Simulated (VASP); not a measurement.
# Li3YSb2 (P-3m1) in VASP: a series of runs

Li3YSb2 is run at these levels: LDA; tasks: single point.

Everything below comes from runs of VASP 6.6.1. Logs are shortened: lines on timing, memory, paths and dates and some standing lists are left out, and cuts for length are marked.

## Step 1: The cell of the first run

The structure is trigonal, space group P-3m1 (No. 164). The conventional cell has a = 4.455 Å, b = 4.455 Å, c = 7.066 Å, α = 90.00°, β = 90.00°, γ = 120.00°. Li (site symmetry 3m) has 4 Sb at 2.67 to 2.84 Å and 6 Li at 2.78 to 3.34 Å and 3 Y at 3.56 Å within 3.6 Å. Within 3.7 Å of Li (site symmetry -3m) lie 6 Li at 2.78 Å and 6 Sb at 3.12 Å and 2 Y at 3.53 Å. Y (site symmetry -3m) has 6 Sb at 3.12 Å and 8 Li at 3.53 to 3.56 Å within 4.1 Å. Within 3.5 Å of Sb (site symmetry 3m) lie 7 Li at 2.67 to 3.12 Å and 3 Y at 3.12 Å.

## Step 2: Single point, LDA

The input, INCAR:

```
SYSTEM = Li3YSb2
ALGO = Normal
EDIFF = 1E-6
ENCUT = 750
GGA = CA
GGA_COMPAT = .FALSE.
ISIF = 2
ISMEAR = 1
LASPH = .TRUE.
LCHARG = .TRUE.
LELF = .TRUE.
LREAL = .FALSE.
LVHAR = .TRUE.
LWAVE = .FALSE.
NBANDS = 24
NELM = 120
PREC = Accurate
SIGMA = 0.1
```

The input, KPOINTS:

```
k-points
0
G
  6 6 4
  0 0 0
```

The input, POSCAR:

```
Li3YSb2
1.0
    4.4546643460      0.0000000000      0.0000000000
   -2.2273321730      3.8578522325      0.0000000000
    0.0000000000      0.0000000000      7.0655453090
Li Y Sb
3 1 2
Direct
    0.3333333333      0.6666666667      0.6510110000
    0.6666666667      0.3333333333      0.3489890000
    0.0000000000      0.0000000000      0.5000000000
    0.0000000000      0.0000000000      0.0000000000
    0.3333333333      0.6666666667      0.2492530000
    0.6666666667      0.3333333333      0.7507470000
```

Potentials or basis: VASP PAW LDA potentials, release 64 (Li_sv, Y_sv, Sb).

Launch:

```bash
$ cat potpaw_LDA.64/Li_sv/POTCAR potpaw_LDA.64/Y_sv/POTCAR potpaw_LDA.64/Sb/POTCAR > POTCAR
$ mpirun -np 1 vasp_std > vasp.out
```

OUTCAR:

```text
SYSTEM = Li3YSb2
   EDIFF = 1E-6
   ENCUT = 750
   GGA = CA
   ISIF = 2
   ISMEAR = 1
   LASPH = .TRUE.
   LREAL = .FALSE.
   NELM = 120
   PREC = Accurate

 ion  position               nearest neighbor table
   1  0.333  0.667  0.651-   6 2.67   6 2.67   6 2.67   5 2.84
   2  0.667  0.333  0.349-   5 2.67   5 2.67   5 2.67   6 2.84
   3  0.000  0.000  0.500-   5 3.12   6 3.12   6 3.12   5 3.12   6 3.12   5 3.12
   4  0.000  0.000  0.000-   5 3.12   6 3.12   6 3.12   5 3.12   6 3.12   5 3.12
   5  0.333  0.667  0.249-   2 2.67   2 2.67   2 2.67   1 2.84   4 3.12   4 3.12   4 3.12   3 3.12
                             3 3.12   3 3.12
   6  0.667  0.333  0.751-   1 2.67   1 2.67   1 2.67   2 2.84   4 3.12   4 3.12   4 3.12   3 3.12
                             3 3.12   3 3.12

  LATTYP: Found a hexagonal cell.
 ALAT       =     4.4546643460
 C/A-ratio  =     1.5861004916

  Lattice vectors:

 A1 = (   4.4546643460,   0.0000000000,   0.0000000000)
 A2 = (  -2.2273321730,   3.8578522325,   0.0000000000)
 A3 = (   0.0000000000,   0.0000000000,   7.0655453090)

Analysis of symmetry for initial positions (statically):
=====================================================================
 Subroutine PRICEL returns:
 Original cell was already a primitive cell.

 Routine SETGRP: Setting up the symmetry group for a
 hexagonal supercell.

 Subroutine GETGRP returns: Found 12 space group operations
 (whereof 12 operations were pure point group operations)
 out of a pool of 24 trial point group operations.

The static configuration has the point symmetry D_3d.

Analysis of symmetry for dynamics (positions and initial velocities):
=====================================================================
 Subroutine PRICEL returns:
 Original cell was already a primitive cell.

 Routine SETGRP: Setting up the symmetry group for a
 hexagonal supercell.

 Subroutine GETGRP returns: Found 12 space group operations
 (whereof 12 operations were pure point group operations)
 out of a pool of 24 trial point group operations.

The dynamic configuration has the point symmetry D_3d.

 Subroutine INISYM returns: Found 12 space group operations
 (whereof 12 operations are pure point group operations),
 and found     1 'primitive' translations

----------------------------------------------------------------------------------------

                                     Primitive cell

  volume of cell :     121.4245

  direct lattice vectors                    reciprocal lattice vectors
[... 99 lines left out ...]
   NFREE  =      0    steps in history (QN), initial steepest desc. (CG)
   ISIF   =      2    stress and relaxation
   ISYM   =      2    0-nonsym 1-usesym 2-fastsym
   POTIM  = 0.5000    time-step for ionic-motion
   TEBEG  =    0.0;   TEEND  =   0.0 temperature during run
   PSTRESS=    0.0 pullay stress
   NELECT =      30.0000    total number of electrons
   NUPDOWN=      -1.0000    fix difference up-down
   EMIN   =  10.00;   EMAX   =-10.00  energy-range for DOS
   EFERMI =   0.00;   METHOD = LEGACY
   ISMEAR =     1;   SIGMA  =   0.10  broadening in eV -4-tet -1-fermi 0-gaus
   EFERMI_NEDOS =   21; number of points for ismear=-14 and -15
   IALGO  =     38    algorithm
   IMIX   =      4    mixing-type and parameters
     AMIX     =   0.40;   BMIX     =  1.00
     AMIX_MAG =   1.60;   BMIX_MAG =  1.00
  volume/ion in A,a.u.               =      20.24       136.57
  Fermi-wavevector in a.u.,A,eV,Ry     =   1.027259  1.941237 14.357690  1.055260
  Thomas-Fermi vector in A             =   2.161194
   LORBIT       =      0    0 simple, 1 ext, 2 COOP (PROOUT), +10 PAW based schemes
   GGA     = CA    functional components
   LHFCALC =     F    Hartree Fock is set to
   AEXX    =    0.0000 exact exchange contribution
   IVDW    =     0    specifies the selected vdW correction
   LEPSILON=     F    determine dielectric tensor
   LRPA    =     F    only Hartree local field effects (RPA)
 non-spin polarized calculation
 Methfessel and Paxton  Order N= 1 SIGMA  =   0.10
  energy-cutoff  :      750.00
  volume of cell :      121.42
 maximum number of plane-waves:      5706
   NGX = 19   NGY = 19   NGZ = 31

 number of electron      30.0000001 magnetization

 Free energy of the ion-electron system (eV)
  ---------------------------------------------------
  ext. energy  EPLUGINS =         0.00000000
  ---------------------------------------------------
  free energy    TOTEN  =       -28.10348696 eV

  energy without entropy =      -28.10311268  energy(sigma->0) =      -28.10336220

 E-fermi :   5.1594     XC(G=0):  -9.5847

 val. band max:        5.1430123757   @ k =   0.5000  -0.0000   0.5000
 cond. band min:       5.1653970047   @ k =   0.0000   0.0000   0.0000
 fundamental gap:      0.0223846290
 Fermi energy:         5.1594097363

 k-point     1 :       0.0000    0.0000    0.0000
  band No.  band energies     occupation
      1     -40.6544      2.00000
      2     -39.9896      2.00000
      3     -39.9857      2.00000
      4     -37.7373      2.00000
      5     -17.8839      2.00000
      6     -17.8326      2.00000
[... 637 lines left out ...]
     23       9.5076      0.00000
     24      10.5122      0.00000

------------------------ aborting loop because EDIFF is reached ----------------------------------------

  FORCE on cell =-STRESS in cart. coord.  units (eV):
  Direction    XX          YY          ZZ          XY          YZ          ZX
  --------------------------------------------------------------------------------------
  -------------------------------------------------------------------------------------
  Total       -0.6086803     -0.6086803     -1.0685996      0.0000000      0.0000000      0.0000000
  in kB       -8.0314432     -8.0314421    -14.1000072      0.0000000      0.0000000      0.0000000
  external PRESSURE =     -10.0542975 kB  Pullay stress =       0.0000000 kB

 VOLUME and BASIS-vectors are now :
 -----------------------------------------------------------------------------
  energy-cutoff  :      750.00
  volume of cell :      121.42
      direct lattice vectors                 reciprocal lattice vectors
     4.454664346  0.000000000  0.000000000     0.224483804  0.129605794  0.000000000
    -2.227332173  3.857852232  0.000000000     0.000000000  0.259211587  0.000000000
     0.000000000  0.000000000  7.065545309     0.000000000  0.000000000  0.141531893

 POSITION                                       TOTAL-FORCE (eV/Angst)
 -----------------------------------------------------------------------------------
     -0.00000      2.57190      4.59975        -0.000000      0.000000     -0.020152
      2.22733      1.28595      2.46580        -0.000000     -0.000000      0.020152
      0.00000      0.00000      3.53277         0.000000      0.000000      0.000000
      0.00000      0.00000      0.00000         0.000000      0.000000      0.000000
     -0.00000      2.57190      1.76111         0.000000      0.000000     -0.021458
      2.22733      1.28595      5.30444         0.000000      0.000000      0.021458
 -----------------------------------------------------------------------------------
    total drift:                               -0.000000     -0.000000     -0.000000

  FREE ENERGIE OF THE ION-ELECTRON SYSTEM (eV)
  ---------------------------------------------------
  free  energy   TOTEN  =       -28.1034869573 eV

  energy  without entropy=      -28.1031126768  energy(sigma->0) =      -28.10336220
```

stdout:

```text
POSCAR found type information on POSCAR LiY Sb
 POSCAR found :  3 types and       6 ions
 scaLAPACK will be used
 LDA part: xc-table for (Slater(with rela. corr.)+CA(PZ))
 , standard interpolation
 POSCAR, INCAR and KPOINTS ok, starting setup
 FFT: planning ... GRIDC
 FFT: planning ... GRID_SOFT
 FFT: planning ... GRID
 WAVECAR not read
 entering main loop
```

Run time: 4.1 min. Hardware: 1 thread of Oxide Virtual Turin-like, shared host; peak memory 0.3 GiB.

What came out:

* Free energy: -28.1035 eV
* Pressure: -1.0 GPa
* Largest force: 0.021 eV/Å
* Band gap on the k mesh: zero (bands 15 and 16 overlap by 0.42 eV)

Forces in eV/Å, atoms in the order of the input:
```
Li   0.000  0.000 -0.020
Li   0.000  0.000  0.020
Li   0.000  0.000  0.000
Y    0.000  0.000  0.000
Sb   0.000  0.000 -0.021
Sb   0.000  0.000  0.021
```

Stress tensor (GPa, compression positive):
```
-0.80  0.00  0.00
 0.00 -0.80  0.00
 0.00  0.00 -1.41
```

Levels at points of the mesh, in eV from the Fermi level:
| k point | band 13 | band 14 | band 15 | band 16 | band 17 | band 18 |
| --- | --- | --- | --- | --- | --- | --- |
| (0.00, 0.00, 0.00) | 0.01 | 0.01 | 0.40 | 1.11 | 1.25 | 1.25 |
| (0.50, 0.00, 0.00) | -2.24 | -2.09 | -1.72 | 0.45 | 2.59 | 2.61 |
| (0.00, 0.00, 0.50) | -1.56 | -0.48 | -0.48 | 1.01 | 1.01 | 1.40 |
| (0.50, 0.00, 0.50) | -2.28 | -1.13 | -0.82 | -0.02 | 2.00 | 2.33 |

Caveat: semilocal functionals underestimate gaps, and a narrow one can read as zero; spin-orbit coupling is left out, which moves the levels of the heavy elements.

## Step 3: Single point, LDA

This run uses another cell than the first one, of 20.88 Å³/atom.

The input, INCAR:

```
SYSTEM = Li3YSb2
PREC = Accurate
ENCUT = 750
EDIFF = 1E-6
ISMEAR = 1
SIGMA = 0.1
LREAL = .FALSE.
LASPH = .TRUE.
NELM = 120
ALGO = Normal
ISIF = 2
LWAVE = .FALSE.
LCHARG = .FALSE.
GGA = CA
NBANDS = 24
GGA_COMPAT = .FALSE.
```

The input, KPOINTS:

```
Automatic mesh
0
G
  6 6 4
  0 0 0
```

Changes to POSCAR since step 2:

```diff
@@ -2,5 +2,5 @@
 1.0
-    4.4546643460      0.0000000000      0.0000000000
-   -2.2273321730      3.8578522325      0.0000000000
-    0.0000000000      0.0000000000      7.0655453090
+    4.5010704393      0.0000000000      0.0000000000
+   -2.2505352197      3.8980410856      0.0000000000
+    0.0000000000      0.0000000000      7.1391500365
 Li Y Sb
```

Potentials or basis: VASP PAW LDA potentials, release 64 (Li_sv, Y_sv, Sb).

Launch:

```bash
$ cat potpaw_LDA.64/Li_sv/POTCAR potpaw_LDA.64/Y_sv/POTCAR potpaw_LDA.64/Sb/POTCAR > POTCAR
$ mpirun -np 1 vasp_std > vasp.out
```

Run time: 3.3 min. Hardware: 1 thread of Oxide Virtual Turin-like, shared host; peak memory 0.3 GiB.

Results (log left out):

- Free energy: -28.0634 eV
- Pressure: -2.4 GPa
- Largest force: 0.082 eV/Å
- Band gap on the k mesh: zero (bands 15 and 16 overlap by 0.34 eV)

Forces on the atoms (eV/Å):
```
Li   0.000  0.000 -0.009
Li   0.000  0.000  0.009
Li   0.000  0.000  0.000
Y    0.000  0.000  0.000
Sb   0.000  0.000 -0.082
Sb   0.000  0.000  0.082
```

Stress tensor (GPa, compression positive):
```
-2.25  0.00  0.00
 0.00 -2.25  0.00
 0.00  0.00 -2.73
```

Levels at points of the mesh, in eV from the Fermi level:
```
           k point  band 12  band 13  band 14  band 15  band 16  band 17  band 18  band 19
(0.00, 0.00, 0.00)    -1.72    -0.03    -0.03     0.35     1.09     1.22     1.22     2.55
(0.50, 0.00, 0.00)    -2.55    -2.19    -2.06    -1.69     0.43     2.50     2.50     2.79
(0.00, 0.00, 0.50)    -1.53    -1.53    -0.50    -0.50     0.99     0.99     1.30     2.79
(0.50, 0.00, 0.50)    -2.39    -2.23    -1.14    -0.83     0.01     1.94     2.26     2.52
```

Caveat: semilocal functionals underestimate gaps, and a narrow one can read as zero; spin-orbit coupling is left out, which moves the levels of the heavy elements.

## Step 4: Single point, LDA

This run uses another cell than the first one, of 21.52 Å³/atom.

The input, INCAR:

```
  PREC = Accurate
  ENCUT = 750
  EDIFF = 1E-6
  ISMEAR = 1
  SIGMA = 0.1
  LREAL = False
  LASPH = True
  NELM = 120
  ALGO = Normal
  ISIF = 2
  LWAVE = False
  LCHARG = True
  LELF = True
  LVHAR = True
  NBANDS = 24
  GGA_COMPAT = False
```

The input, KPOINTS:

```
regular mesh
0
Gamma
  6 6 4
```

Changes to POSCAR since step 3:

```diff
@@ -2,5 +2,5 @@
 1.0
-    4.5010704393      0.0000000000      0.0000000000
-   -2.2505352197      3.8980410856      0.0000000000
-    0.0000000000      0.0000000000      7.1391500365
+    4.5465388747      0.0000000000      0.0000000000
+   -2.2732694374      3.9374179031      0.0000000000
+    0.0000000000      0.0000000000      7.2112675442
 Li Y Sb
```

Launch:

```bash
$ cat potpaw_LDA.64/Li_sv/POTCAR potpaw_LDA.64/Y_sv/POTCAR potpaw_LDA.64/Sb/POTCAR > POTCAR
$ mpirun -np 1 vasp_std > vasp.out
```

Wall time 3 min (1 thread of Oxide Virtual Turin-like, shared host); peak memory 0.33 GiB.

It converged, with:

| Property | Result |
| --- | --- |
| Free energy | -27.9922 eV |
| Pressure | -3.6 GPa |
| Largest force | 0.135 eV/Å |
| Band gap on the k mesh | zero (bands 15 and 16 overlap by 0.28 eV) |

Forces in eV/Å, atoms in the order of the input:
```
Li   0.000  0.000  0.001
Li   0.000  0.000 -0.001
Li   0.000  0.000  0.000
Y    0.000  0.000  0.000
Sb   0.000  0.000 -0.135
Sb   0.000  0.000  0.135
```

Stress tensor (GPa, compression positive):
```
-3.49  0.00  0.00
 0.00 -3.49  0.00
 0.00  0.00 -3.83
```

Levels at points of the mesh, in eV from the Fermi level:
| k point | band 13 | band 14 | band 15 | band 16 | band 17 | band 18 |
| --- | --- | --- | --- | --- | --- | --- |
| (0.00, 0.00, 0.00) | -0.08 | -0.08 | 0.30 | 1.05 | 1.18 | 1.18 |
| (0.50, 0.00, 0.00) | -2.15 | -2.03 | -1.67 | 0.40 | 2.39 | 2.40 |
| (0.00, 0.00, 0.50) | -1.52 | -0.52 | -0.52 | 0.97 | 0.97 | 1.21 |
| (0.50, 0.00, 0.50) | -2.19 | -1.15 | -0.85 | 0.02 | 1.87 | 2.19 |

Caveat: the cell stands under tension; semilocal functionals underestimate gaps, and a narrow one can read as zero; spin-orbit coupling is left out, which moves the levels of the heavy elements.

## Step 5: Single point, LDA

This run uses another cell than the first one, of 22.15 Å³/atom.

The input, INCAR:

```
SYSTEM = Li3YSb2
PREC     = Accurate       ! precision mode
ENCUT    = 750            ! plane-wave cutoff, eV
EDIFF    = 1E-6           ! SCF threshold, eV
ISMEAR   = 1              ! smearing method
SIGMA    = 0.1            ! smearing width, eV
LREAL    = .FALSE.        ! projectors in reciprocal space
LASPH    = .TRUE.         ! aspherical terms in the spheres
NELM     = 120            ! most SCF steps
ALGO     = Normal         ! electronic algorithm
ISIF     = 2              ! what is computed and relaxed
LWAVE    = .FALSE.        ! write WAVECAR
LCHARG   = .FALSE.        ! write CHGCAR
NBANDS   = 24             ! bands
GGA_COMPAT= .FALSE.
```

The input, KPOINTS:

```
regular mesh
0
G
  6 6 4
  0 0 0
```

Changes to POSCAR since step 4:

```diff
@@ -2,5 +2,5 @@
 1.0
-    4.5465388747      0.0000000000      0.0000000000
-   -2.2732694374      3.9374179031      0.0000000000
-    0.0000000000      0.0000000000      7.2112675442
+    4.5911156279      0.0000000000      0.0000000000
+   -2.2955578139      3.9760225012      0.0000000000
+    0.0000000000      0.0000000000      7.2819707543
 Li Y Sb
```

Launch:

```bash
$ cat potpaw_LDA.64/Li_sv/POTCAR potpaw_LDA.64/Y_sv/POTCAR potpaw_LDA.64/Sb/POTCAR > POTCAR
$ mpirun -np 1 vasp_std > vasp.out
```

Wall time 4.1 min (1 thread of Oxide Virtual Turin-like, shared host); peak memory 0.34 GiB.

It converged, with:

```
Free energy            : -27.8942 eV
Pressure               : -4.6 GPa
Largest force          : 0.181 eV/Å
Band gap on the k mesh : zero (bands 15 and 16 overlap by 0.22 eV)
```

Forces in eV/Å, atoms in the order of the input:
```
Li   0.000  0.000  0.011
Li   0.000  0.000 -0.011
Li   0.000  0.000  0.000
Y    0.000  0.000  0.000
Sb   0.000  0.000 -0.181
Sb   0.000  0.000  0.181
```

Stress tensor (GPa, compression positive):
```
-4.58  0.00  0.00
 0.00 -4.58  0.00
 0.00  0.00 -4.78
```

Levels at points of the mesh, in eV from the Fermi level:
| k point | band 11 | band 12 | band 13 | band 14 | band 15 | band 16 | band 17 | band 18 | band 19 | band 20 |
| --- | --- | --- | --- | --- | --- | --- | --- | --- | --- | --- |
| (0.00, 0.00, 0.00) | -1.69 | -1.69 | -0.13 | -0.13 | 0.24 | 1.01 | 1.13 | 1.13 | 2.40 | 2.40 |
| (0.50, 0.00, 0.00) | -2.90 | -2.49 | -2.12 | -2.02 | -1.66 | 0.36 | 2.27 | 2.30 | 2.60 | 2.65 |
| (0.00, 0.00, 0.50) | -2.40 | -1.51 | -1.51 | -0.55 | -0.55 | 0.93 | 0.93 | 1.11 | 2.61 | 3.38 |
| (0.50, 0.00, 0.50) | -3.62 | -2.32 | -2.16 | -1.17 | -0.88 | 0.02 | 1.80 | 2.11 | 2.28 | 2.46 |

Caveat: the cell stands under tension; semilocal functionals underestimate gaps, and a narrow one can read as zero; spin-orbit coupling is left out, which moves the levels of the heavy elements.

(Continued in part 2 of 2.)

The gap in the log of VASP goes by the Fermi energy; the results here count the filled bands.